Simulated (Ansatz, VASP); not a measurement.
BN in VASP and in Ansatz

```
B N
1.0
     1.24138    0.71671    2.79182
    -1.24138    0.71671    2.79182
     0.00000   -1.43343    2.79182
B N
1 1
Direct
  0.00067 0.00067 0.00067
  0.33176 0.33176 0.33176
```

Alike in both runs: task single point; functional PBEsol; k mesh 12 × 12 × 12; occupations gaussian, width 0.02 eV; no spin polarisation.

```csv
,VASP,Ansatz
version,VASP 6.6.1,Ansatz 0.2.0
potentials or method,"VASP PAW PBE potentials, release 64 (B, N), cutoff 520 eV","scalar-relativistic, plane waves, PAW"
valence electrons in the cell,8,8
```

Ansatz gave:

* gap on the k mesh at the Fermi level (eV): 3.62
* least direct gap on the mesh (eV): 4.86
* pressure (GPa): 12.0
* traceless stress, the component that is largest in VASP (GPa): -0.01

Q: Which values does VASP return?

A: gap on the k mesh at the Fermi level (eV): 3.60; least direct gap on the mesh (eV): 4.85; pressure (GPa): 12.4; traceless stress, the component that is largest in VASP (GPa): -0.59.

VASP's potentials were made for PBE, not for PBEsol. With one functional, cell and mesh, what is left measures potentials, basis and numerics.
